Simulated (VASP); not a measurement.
SnO: single point with PBE

SnO:

```
CELL_PARAMETERS angstrom
3.86844 0.00000 0.00000
0.00000 3.86844 0.00000
0.00000 0.00000 5.06502
ATOMIC_POSITIONS crystal
Sn 0.50000 0.00000 0.22882
Sn 0.00000 0.50000 0.77118
O 0.00000 0.00000 0.00000
O 0.50000 0.50000 0.00000
```

```json
{"Program": "VASP 6.6.1", "Task": "single point", "Functional": "PBE", "Potentials or basis": "VASP PAW PBE potentials, release 64 (Sn_d, O)", "Cutoff": "520 eV", "k mesh": "10 × 10 × 8", "Occupations": "gaussian, width 0.02 eV", "Spin": "no spin polarisation", "Dipole correction": "no", "Further INCAR settings": "ALGO = Normal; EDIFF = 1e-07; NBANDS = 28"}
```

- Pressure: 0.2 GPa
- Largest force: 0.077 eV/Å
- Band gap on the k mesh: 0.50 eV, indirect (least direct gap 1.91 eV)

Forces in eV/Å, atoms in the order of the input:
```
Sn   0.000  0.000  0.077
Sn   0.000  0.000 -0.077
O    0.000  0.000  0.000
O    0.000  0.000  0.000
```

Levels at points of the mesh, in eV from the valence-band top:
```csv
k point,band 18,band 19,band 20,band 21,band 22,band 23
"(0.00, 0.00, 0.00)",-2.88,-2.88,0.00,1.91,4.07,4.92
"(0.50, 0.00, 0.00)",-4.47,-2.33,-2.33,3.04,3.04,5.69
"(0.50, 0.50, 0.00)",-2.24,-1.74,-1.74,0.50,0.50,4.56
"(0.00, 0.00, 0.50)",-2.90,-2.90,-1.94,1.72,3.31,3.31
"(0.50, 0.00, 0.50)",-4.45,-1.53,-1.53,2.48,2.48,5.56
"(0.50, 0.50, 0.50)",-2.35,-2.24,-2.24,2.61,2.61,3.75
```

Run time: 2.7 min on 1 thread of Intel(R) Xeon(R) Platinum 8488C (Sapphire Rapids), with other jobs on the host, peak memory 0.31 GiB.

Caveat: spin-orbit coupling is left out, which moves the levels of the heavy elements. A k mesh can miss the band edges.
